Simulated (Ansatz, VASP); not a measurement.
# Rb: VASP beside Ansatz

```
CELL_PARAMETERS angstrom
4.69414 0.00000 0.00000
-0.00160 4.69906 0.00000
-2.28169 -2.32590 8.51768
ATOMIC_POSITIONS crystal
Rb 0.36881 0.62096 0.75064
Rb 0.63119 0.37904 0.24936
```

Alike in both runs: task single point; functional PBEsol; k mesh 4 × 4 × 2; occupations gaussian, width 0.1 eV; no spin polarisation.

|  | VASP | Ansatz |
| --- | --- | --- |
| version | VASP 6.6.1 | Ansatz 0.2.0 |
| potentials or method | VASP PAW PBE potentials, release 64 (Rb_sv), cutoff 520 eV | scalar-relativistic, plane waves, PAW |
| valence electrons in the cell | 18 | 18 |

|  | VASP | Ansatz | Ansatz less VASP |
| --- | --- | --- | --- |
| gap on the k mesh at the Fermi level (eV) | none | none | - |
| pressure (GPa) | -0.1 | -0.1 | 0.00 |
| traceless stress, the component that is largest in VASP (GPa) | 0.10 | 0.10 | 0.000 |

VASP's potentials were made for PBE, not for PBEsol. A gap of «none» marks a metal or a gap that the smearing closes. With one functional, cell and mesh, what is left measures potentials, basis and numerics.

The k mesh is coarse, so the values compare programs but aren't converged.
